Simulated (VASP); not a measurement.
A run of VASP 6.6.1 is set up as follows.

The input POSCAR:

```
YbH3
1.0
    0.0000000000      2.6049710000      2.6049710000
    2.6049710000      0.0000000000      2.6049710000
    2.6049710000      2.6049710000      0.0000000000
Yb H
1 3
Direct
    0.0000000000      0.0000000000      0.0000000000
    0.5000000000      0.5000000000      0.5000000000
    0.2500000000      0.2500000000      0.2500000000
    0.7500000000      0.7500000000      0.7500000000
```

The input INCAR.step1:

```
  ALGO = Normal
  EDIFF = 1E-6
  ENCUT = 520
  GGA = PE
  ISIF = 2
  ISMEAR = -1
  ISPIN = 2
  LASPH = True
  LCHARG = True
  LDAU = True
  LDAUJ = 0 0
  LDAUL = 3 -1
  LDAUPRINT = 1
  LDAUTYPE = 2
  LDAUU = 5 0
  LMAXMIX = 6
  LREAL = False
  LWAVE = False
  MAGMOM = 1 0 0 0
  NBANDS = 26
  NELM = 150
  PREC = Accurate
  SIGMA = 0.05
```

KPOINTS.step1

```
k-points
0
Gamma
  9 9 9
```

File INCAR.step2:

```
  ALGO = Normal
  EDIFF = 1E-6
  ENCUT = 520
  GGA = PE
  ICHARG = 11
  ISIF = 2
  ISMEAR = -5
  ISPIN = 2
  LASPH = True
  LCHARG = False
  LDAU = True
  LDAUJ = 0 0
  LDAUL = 3 -1
  LDAUPRINT = 1
  LDAUTYPE = 2
  LDAUU = 5 0
  LMAXMIX = 6
  LORBIT = 11
  LREAL = False
  LWAVE = False
  MAGMOM = 1 0 0 0
  NBANDS = 26
  NEDOS = 2001
  NELM = 150
  PREC = Accurate
  SIGMA = 0.05
```

File KPOINTS.step2:

```
k-points
0
Gamma
  14 14 14
```

Potentials or basis: VASP PAW PBE potentials, release 64 (Yb, H).

Command:

```sh
$ cat potpaw_PBE.64/Yb/POTCAR potpaw_PBE.64/H/POTCAR > POTCAR
$ cp INCAR.step1 INCAR
$ cp KPOINTS.step1 KPOINTS
$ mpirun -np 1 vasp_std > vasp.out
$ cp INCAR.step2 INCAR
$ cp KPOINTS.step2 KPOINTS
$ mpirun -np 1 vasp_std > vasp.out
```

(1) Estimate the site moments.

(2) Predict the net moment.

## Answers

(1) Yb -0.60; H +0.00, -0.01 μB.

(2) -0.64 μB per cell.
